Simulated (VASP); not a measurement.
## Ni: single point with r2SCAN

Ni:

```
CELL_PARAMETERS angstrom
2.48024 0.00000 0.00000
-1.24012 2.14795 0.00000
0.00000 0.00000 4.12640
ATOMIC_POSITIONS crystal
Ni 0.33333 0.66667 0.25000
Ni 0.66667 0.33333 0.75000
```

This isn't the form of Ni at room conditions, which is fcc.

* Program: VASP 6.6.1
* Task: single point
* Functional: r2SCAN
* Potentials or basis: VASP PAW PBE potentials, release 64 (Ni_sv_GW)
* Cutoff: 760 eV
* k mesh: 13 × 13 × 7
* Occupations: methfessel-paxton, width 0.02 eV
* Spin: collinear spin, ferromagnetic start
* Starting moments: [1.5, 1.5] μB
* Dipole correction: no
* Further INCAR settings: ALGO = Normal; EDIFF = 1e-06; NBANDS = 29

```
Pressure                                              : -9.1 GPa
Net moment                                            : 1.35 μB per cell
Site moments                                          : Ni +0.75 μB
Valence electrons inside the program's atomic spheres : Ni 16.35
```

Stress tensor (GPa, compression positive):
```
-10.29   0.00   0.00
  0.00 -10.29   0.00
  0.00   0.00  -6.77
```

Levels at points of the mesh, in eV from the Fermi level:
Spin up:
| k point | band 16 | band 17 | band 18 | band 19 | band 20 | band 21 | band 22 | band 23 |
| --- | --- | --- | --- | --- | --- | --- | --- | --- |
| (0.00, 0.00, 0.00) | -1.86 | -1.86 | -0.96 | -0.96 | -0.68 | 5.25 | 23.31 | 25.36 |
Spin down:
```csv
k point,band 13,band 14,band 15,band 16,band 17,band 18,band 19,band 20,band 21,band 22
"(0.00, 0.00, 0.00)",-1.45,-1.35,-1.35,-1.16,-1.16,-0.88,-0.21,-0.21,6.06,23.03
```

It took 8.3 min on 1 thread of AMD EPYC 9R45 96-Core Processor (Zen 5), on a shared host, peak memory 0.27 GiB.

Caveat: the cell stands under tension; the PAW data sets were made with another functional, which shifts forces and pressure a little.
